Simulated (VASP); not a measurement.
# Hf (Fm-3m) in VASP: further runs

Hf is run at these levels: PBE+D4, LDA; tasks: single point, equation of state.

Program: VASP 6.6.1. These are calculated values, not measurements. Logs are shortened: lines on timing, memory, paths and dates and some standing lists are left out, and cuts for length are marked.

## 1. The cell of the first run

Symmetry: Fm-3m, No. 225, cubic system. Conventional cell: a = 4.440 Å, b = 4.440 Å, c = 4.440 Å, α = 90.00°, β = 90.00°, γ = 90.00°. Hf (site symmetry m-3m) has 12 Hf at 3.14 Å within 4.1 Å.

This isn't the form of Hf at room conditions, which is hcp.

## 2. Single point, PBE+D4, non-collinear spin, zero start, spin-orbit coupling

Contents of POSCAR:

```
Hf
1.0
    0.0000000000      2.2200000000      2.2200000000
    2.2200000000      0.0000000000      2.2200000000
    2.2200000000      2.2200000000      0.0000000000
Hf
1
Direct
    0.0000000000      0.0000000000      0.0000000000
```

Contents of INCAR.step1:

```
SYSTEM = Hf
  PREC = Accurate
  ENCUT = 520
  EDIFF = 1E-7
  ISMEAR = -4
  SIGMA = 0.05
  LREAL = .False.
  LASPH = .True.
  NELM = 150
  ALGO = Normal
  ISIF = 2
  LWAVE = .False.
  LCHARG = .True.
  MAGMOM = 0 0 0
  LSORBIT = .True.
  GGA_COMPAT = .False.
  LORBMOM = .True.
  LMAXMIX = 4
  GGA = PE
  IVDW = 13
  NBANDS = 21
```

Contents of KPOINTS.step1:

```
Automatic mesh
0
Gamma
  10 10 10
  0 0 0
```

Contents of INCAR.step2:

```
SYSTEM = Hf
  PREC = Accurate
  ENCUT = 520
  EDIFF = 1E-7
  ISMEAR = -5
  SIGMA = 0.05
  LREAL = .False.
  LASPH = .True.
  NELM = 150
  ALGO = Normal
  ISIF = 2
  LWAVE = .False.
  LCHARG = .False.
  MAGMOM = 0 0 0
  LORBIT = 11
  LSORBIT = .True.
  GGA_COMPAT = .False.
  LORBMOM = .True.
  LMAXMIX = 4
  GGA = PE
  IVDW = 13
  NEDOS = 1001
  ICHARG = 11
```

Contents of KPOINTS.step2:

```
Automatic mesh
0
Gamma
  15 15 15
  0 0 0
```

Potentials or basis: VASP PAW PBE potentials, release 64 (Hf_pv).

On the command line:

```
$ cat potpaw_PBE.64/Hf_pv/POTCAR > POTCAR
$ cp INCAR.step1 INCAR
$ cp KPOINTS.step1 KPOINTS
$ mpirun -np 1 vasp_ncl > vasp.out
$ cp INCAR.step2 INCAR
$ cp KPOINTS.step2 KPOINTS
$ mpirun -np 1 vasp_ncl > vasp.out
```

OUTCAR:

```text
SYSTEM = Hf
   PREC = Accurate
   ENCUT = 520
   EDIFF = 1E-7
   ISMEAR = -5
   LREAL = .False.
   LASPH = .True.
   NELM = 150
   ISIF = 2
   LORBIT = 11
   LSORBIT = .True.
   GGA = PE
   IVDW = 13
   ICHARG = 11

 ion  position               nearest neighbor table
   1  0.000  0.000  0.000-

  LATTYP: Found a face centered cubic cell.
 ALAT       =     4.4400000000

  Lattice vectors:

 A1 = (   0.0000000000,   2.2200000000,   2.2200000000)
 A2 = (   2.2200000000,   0.0000000000,   2.2200000000)
 A3 = (   2.2200000000,   2.2200000000,   0.0000000000)

Analysis of symmetry for initial positions (statically):
=====================================================================
 Subroutine PRICEL returns:
 Original cell was already a primitive cell.

 Routine SETGRP: Setting up the symmetry group for a
 face centered cubic supercell.

 Subroutine GETGRP returns: Found 48 space group operations
 (whereof 48 operations were pure point group operations)
 out of a pool of 48 trial point group operations.

The static configuration has the point symmetry O_h .

Analysis of symmetry for dynamics (positions and initial velocities):
=====================================================================
 Subroutine PRICEL returns:
 Original cell was already a primitive cell.

 Routine SETGRP: Setting up the symmetry group for a
 face centered cubic supercell.

 Subroutine GETGRP returns: Found 48 space group operations
 (whereof 48 operations were pure point group operations)
 out of a pool of 48 trial point group operations.

The dynamic configuration has the point symmetry O_h .

Analysis of structural, dynamic, and magnetic symmetry:
=====================================================================
 Subroutine PRICEL returns:
 Original cell was already a primitive cell.

 Routine SETGRP: Setting up the symmetry group for a
 face centered cubic supercell.

 Subroutine GETGRP returns: Found 48 space group operations
 (whereof 48 operations were pure point group operations)
 out of a pool of 48 trial point group operations.

The overall configuration has the point symmetry O_h .

 Subroutine INISYM returns: Found 48 space group operations
 (whereof 48 operations are pure point group operations),
 and found     1 'primitive' translations

----------------------------------------------------------------------------------------

                                     Primitive cell

  volume of cell :      21.8821

  direct lattice vectors                    reciprocal lattice vectors
     0.000000000  2.220000000  2.220000000    -0.225225225  0.225225225  0.225225225
     2.220000000  0.000000000  2.220000000     0.225225225 -0.225225225  0.225225225
     2.220000000  2.220000000  0.000000000     0.225225225  0.225225225 -0.225225225

  length of vectors
     3.139554108  3.139554108  3.139554108     0.390101533  0.390101533  0.390101533

  position of ions in fractional coordinates (direct lattice)
     0.000000000  0.000000000  0.000000000

  ion indices of the primitive-cell ions
   primitive index   ion index
                 1           1

----------------------------------------------------------------------------------------

 KPOINTS: Automatic mesh

Automatic generation of k-mesh.
 Grid dimensions read from file:
 generate k-points for:   15   15   15

 Generating k-lattice:

  Cartesian coordinates                     Fractional coordinates (reciprocal lattice)
    -0.015015015  0.015015015  0.015015015     0.066666667  0.000000000  0.000000000
     0.015015015 -0.015015015  0.015015015     0.000000000  0.066666667  0.000000000
     0.015015015  0.015015015 -0.015015015     0.000000000  0.000000000  0.066666667

  Length of vectors
     0.026006769  0.026006769  0.026006769

  Shift w.r.t. Gamma in fractional coordinates (k-lattice)
     0.000000000  0.000000000  0.000000000

 TETIRR: Found    484 inequivalent tetrahedra from    20250

 Subroutine IBZKPT returns following result:
 ===========================================

 Found    120 irreducible k-points:

 Following reciprocal coordinates:
            Coordinates               Weight
  0.000000  0.000000  0.000000      1.000000
  0.066667  0.000000  0.000000      8.000000
  0.133333  0.000000  0.000000      8.000000
  0.200000  0.000000  0.000000      8.000000
  0.266667  0.000000  0.000000      8.000000
  0.333333  0.000000  0.000000      8.000000
[... 16 lines left out ...]
  0.133333  0.133333  0.000000      6.000000
  0.200000  0.133333  0.000000     24.000000
 [... further k-points ...]
   k-points           NKPTS =    120   k-points in BZ     NKDIM =    120   number of bands    NBANDS=     18
   number of dos      NEDOS =   1001   number of ions     NIONS =      1
   total plane-waves  NPLWV =  13824
   dimension x,y,z NGX =    24 NGY =   24 NGZ =   24
   dimension x,y,z NGXF=    48 NGYF=   48 NGZF=   48
   ions per type =               1
   NGX,Y,Z   is equivalent  to a cutoff of  12.71, 12.71, 12.71 a.u.
   NGXF,Y,Z  is equivalent  to a cutoff of  25.42, 25.42, 25.42 a.u.
 SYSTEM =  Hf
   PREC   = accura    normal or accurate (medium, high low for compatibility)
   ISTART =      0    job   : 0-new  1-cont  2-samecut
   ICHARG =     11    charge: 1-file 2-atom 10-const
   ISPIN  =      1    spin polarized calculation?
   LNONCOLLINEAR =      T non collinear calculations
   LSORBIT =      T    spin-orbit coupling
   LASPH  =      T    aspherical Exc in radial PAW
   ENCUT  =  520.0 eV  38.22 Ry    6.18 a.u.   5.84  5.84  5.84*2*pi/ulx,y,z
   NELM   =    150;   NELMIN=  2; NELMDL=  0     # of ELM steps
   EDIFF  = 0.1E-06   stopping-criterion for ELM
   LREAL  =      F    real-space projection
   EDIFFG = 0.1E-05   stopping-criterion for IOM
   NSW    =      0    number of steps for IOM
   IBRION =     -1    ionic relax: 0-MD 1-quasi-New 2-CG
   NFREE  =      0    steps in history (QN), initial steepest desc. (CG)
   ISIF   =      2    stress and relaxation
   ISYM   =      2    0-nonsym 1-usesym 2-fastsym
   POTIM  = 0.5000    time-step for ionic-motion
   TEBEG  =    0.0;   TEEND  =   0.0 temperature during run
   PSTRESS=    0.0 pullay stress
   NELECT =      10.0000    total number of electrons
   NUPDOWN=      -1.0000    fix difference up-down
   EMIN   =  10.00;   EMAX   =-10.00  energy-range for DOS
   EFERMI =   0.00;   METHOD = LEGACY
   ISMEAR =    -5;   SIGMA  =   0.05  broadening in eV -4-tet -1-fermi 0-gaus
   EFERMI_NEDOS =   21; number of points for ismear=-14 and -15
   IALGO  =     38    algorithm
   IMIX   =      4    mixing-type and parameters
     AMIX     =   0.40;   BMIX     =  1.00
     AMIX_MAG =   1.60;   BMIX_MAG =  1.00
  volume/ion in A,a.u.               =      21.88       147.67
  Fermi-wavevector in a.u.,A,eV,Ry     =   1.260991  2.382927 21.634588  1.590097
  Thomas-Fermi vector in A             =   2.394472
   LORBIT       =     11    0 simple, 1 ext, 2 COOP (PROOUT), +10 PAW based schemes
   GGA     = PE    functional components
   LHFCALC =     F    Hartree Fock is set to
   AEXX    =    0.0000 exact exchange contribution
   IVDW    =    13    specifies the selected vdW correction
   LEPSILON=     F    determine dielectric tensor
   LRPA    =     F    only Hartree local field effects (RPA)
 Fermi weights with tetrahedron method with Bloechl corrections
  energy-cutoff  :      520.00
  volume of cell :       21.88
 maximum number of plane-waves:      1218

 number of electron      10.0000000 magnetization       0.0000000     -0.0000000      0.0000000

 Free energy of the ion-electron system (eV)
  ---------------------------------------------------
  ext. energy  EPLUGINS =         0.00000000
  ---------------------------------------------------
  free energy    TOTEN  =       -10.53512854 eV

  energy without entropy =      -10.53512854  energy(sigma->0) =      -10.53512854

 E-fermi :   4.8940     XC(G=0): -11.3899

 val. band max:        4.9157330684   @ k =   0.4000   0.0667   0.0000
 cond. band min:       4.8531744122   @ k =  -0.4000   0.3333   0.1333
 fundamental gap:     -0.0625586562
 Fermi energy:         4.8940491849

 k-point     1 :       0.0000    0.0000    0.0000
  band No.  band energies     occupation
      1     -29.9353      1.00000
      2     -29.9353      1.00000
      3     -22.7902      1.00000
      4     -22.7902      1.00000
      5     -22.7902      1.00000
      6     -22.7902      1.00000
[... 10 lines left out ...]
     17       9.1837      0.00000
     18       9.1837      0.00000

 k-point     2 :       0.0667    0.0000    0.0000
  band No.  band energies     occupation
      1     -29.9461      1.00000
      2     -29.9461      1.00000
      3     -22.8260      1.00000
      4     -22.8260      1.00000
      5     -22.7963      1.00000
      6     -22.7963      1.00000
[... 10 lines left out ...]
     17       9.1122      0.00000
     18       9.1122      0.00000

 k-point     3 :       0.1333    0.0000    0.0000
  band No.  band energies     occupation
      1     -29.9767      1.00000
      2     -29.9767      1.00000
      3     -22.9254      1.00000
      4     -22.9254      1.00000
      5     -22.8136      1.00000
      6     -22.8136      1.00000
[... 412 lines left out ...]
 k-point    23 :       0.1333    0.1333    0.0000
  band No.  band energies     occupation
      1     -29.9901      1.00000
      2     -29.9901      1.00000
      3     -22.9366      1.00000
      4     -22.9366      1.00000
      5     -22.8548      1.00000
      6     -22.8548      1.00000
[... 10 lines left out ...]
     17       9.4800      0.00000
     18       9.4800      0.00000

 k-point    24 :       0.2000    0.1333    0.0000
  band No.  band energies     occupation
      1     -30.0234      1.00000
      2     -30.0234      1.00000
      3     -23.0331      1.00000
      4     -23.0331      1.00000
      5     -22.8830      1.00000
      6     -22.8830      1.00000
[... 10 lines left out ...]
     17       9.6239      0.00000
     18       9.6239      0.00000

 [... further k-points ...]

------------------------ aborting loop because EDIFF is reached ----------------------------------------

  DFT-D4 for vdW energy calculation

  Edisp (eV):   -0.21392

  FORCE on cell =-STRESS in cart. coord.  units (eV):
  Direction    XX          YY          ZZ          XY          YZ          ZX
  --------------------------------------------------------------------------------------
  -------------------------------------------------------------------------------------
  Total       0.12781     0.12781     0.12781     0.00000     0.00000     0.00000
  in kB       9.35784     9.35784     9.35784     0.00000     0.00000     0.00000
  external pressure =        9.36 kB  Pullay stress =        0.00 kB

 VOLUME and BASIS-vectors are now :
 -----------------------------------------------------------------------------
  energy-cutoff  :      520.00
  volume of cell :       21.88
      direct lattice vectors                 reciprocal lattice vectors
     0.000000000  2.220000000  2.220000000    -0.225225225  0.225225225  0.225225225
     2.220000000  0.000000000  2.220000000     0.225225225 -0.225225225  0.225225225
     2.220000000  2.220000000  0.000000000     0.225225225  0.225225225 -0.225225225

 POSITION                                       TOTAL-FORCE (eV/Angst)
 -----------------------------------------------------------------------------------
      0.00000      0.00000      0.00000         0.000000      0.000000     -0.000000
 -----------------------------------------------------------------------------------
    total drift:                                0.000000      0.000000     -0.000000

  FREE ENERGIE OF THE ION-ELECTRON SYSTEM (eV)
  ---------------------------------------------------
  free  energy   TOTEN  =       -10.7490504163 eV

  energy  without entropy=      -10.7490504163  energy(sigma->0) =      -10.74905042

 orbital moment (x)

 # of ion     p       d       tot
 ----------------------------------------
  1         0.000   0.000   0.000
 ----------------------------------------
            0.000   0.000   0.000

 orbital moment (y)

 # of ion     p       d       tot
 ----------------------------------------
  1         0.000  -0.000  -0.000
 ----------------------------------------
            0.000  -0.000  -0.000

 orbital moment (z)

 # of ion     p       d       tot
 ----------------------------------------
  1         0.000   0.000   0.000
 ----------------------------------------
            0.000   0.000   0.000

 Spin-Orbit-Coupling matrix elements

 Ion:    1  E_soc:     -1.3599618
 l=   1
     0.0000000    -0.2187484    -0.2187484
    -0.2187484     0.0000000    -0.2187484
    -0.2187484    -0.2187484     0.0000000
 l=   2
     0.0000000    -0.0017540     0.0000000    -0.0017540    -0.0061579
    -0.0017540     0.0000000    -0.0046184    -0.0017540    -0.0015395
     0.0000000    -0.0046184     0.0000000    -0.0046184     0.0000000
    -0.0017540    -0.0017540    -0.0046184     0.0000000    -0.0015395
    -0.0061579    -0.0015395     0.0000000    -0.0015395     0.0000000
 l=   3
     0.0000000     0.0000000     0.0000000     0.0000000     0.0000000     0.0000000     0.0000000
     0.0000000     0.0000000     0.0000000     0.0000000     0.0000000     0.0000000     0.0000000
     0.0000000     0.0000000     0.0000000     0.0000000     0.0000000     0.0000000     0.0000000
     0.0000000     0.0000000     0.0000000     0.0000000     0.0000000     0.0000000     0.0000000
     0.0000000     0.0000000     0.0000000     0.0000000     0.0000000     0.0000000     0.0000000
     0.0000000     0.0000000     0.0000000     0.0000000     0.0000000     0.0000000     0.0000000
     0.0000000     0.0000000     0.0000000     0.0000000     0.0000000     0.0000000     0.0000000

 total charge

# of ion       s       p       d       tot
------------------------------------------
    1        0.394   6.445   1.591   8.430

 magnetization (x)

# of ion       s       p       d       tot
------------------------------------------
    1       -0.000   0.000   0.000  -0.000

 magnetization (y)

# of ion       s       p       d       tot
------------------------------------------
    1       -0.000   0.000   0.000  -0.000

 magnetization (z)

# of ion       s       p       d       tot
------------------------------------------
    1        0.000  -0.000   0.000   0.000
```

Run time: 61 s. Hardware: 1 thread of AMD EPYC 9R45 (Zen 5), shared host; peak memory 0.2 GiB.

What came out:

* Net moment: 0.00 μB per cell
* Valence electrons inside the program's atomic spheres: Hf 8.43
* Dispersion energy per atom: -0.214 eV

Moments on the atoms (μB; x, y, z):
```
Hf  0.00 0.00 0.00
```

[end of part 1 of 2]
